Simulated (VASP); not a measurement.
Here is a VASP 6.6.1 calculation.

POSCAR

```
Al
1.0
    2.8124553515      0.0000000000      0.0000000000
   -1.4062276757      2.4356577814      0.0000000000
    0.0000000000      0.0000000000      4.8668500000
Al
2
Direct
    0.3333333333      0.6666666667      0.2500000000
    0.6666666667      0.3333333333      0.7500000000
```

The input INCAR.step1:

```
SYSTEM = Al
PREC = Accurate
ENCUT = 600
EDIFF = 1E-5
ISMEAR = -1
SIGMA = 0.05
LREAL = .FALSE.
LASPH = .TRUE.
NELM = 60
ALGO = Normal
LWAVE = .TRUE.
LCHARG = .FALSE.
GGA = PE
NBANDS = 10
```

File INCAR.step2:

```
SYSTEM = Al
PREC = Accurate
ENCUT = 600
EDIFF = 1E-6
ISMEAR = -1
SIGMA = 0.05
LREAL = .FALSE.
LASPH = .TRUE.
NELM = 60
ALGO = Normal
ISIF = 3
LWAVE = .FALSE.
LCHARG = .FALSE.
GGA = B3
LHFCALC = .TRUE.
AEXX = 0.2
AGGAX = 0.72
AGGAC = 0.81
ALDAC = 0.19
PRECFOCK = Normal
IBRION = 2
NSW = 60
EDIFFG = -0.01
ISTART = 1
```

File KPOINTS:

```
regular mesh
0
G
  6 6 3
  0 0 0
```

Potentials or basis: VASP PAW PBE potentials, release 64 (Al).

Run with:

```sh
$ cat potpaw_PBE.64/Al/POTCAR > POTCAR
$ cp INCAR.step1 INCAR
$ mpirun -np 1 vasp_std > vasp.out
$ cp INCAR.step2 INCAR
$ mpirun -np 1 vasp_std > vasp.out
```

(1) Estimate the band gap on the k mesh.

(2) Estimate the relaxed cell.

Answers

(1) zero (bands 3 and 4 overlap by 4.99 eV).

(2) a = 2.901 Å, b = 2.901 Å, c = 4.788 Å, α = 90.00°, β = 90.00°, γ = 120.00°.

Caveat: the k points lie up to 0.44 Å⁻¹ apart in the final cell, too coarse for converged energies and pressures of a metal.
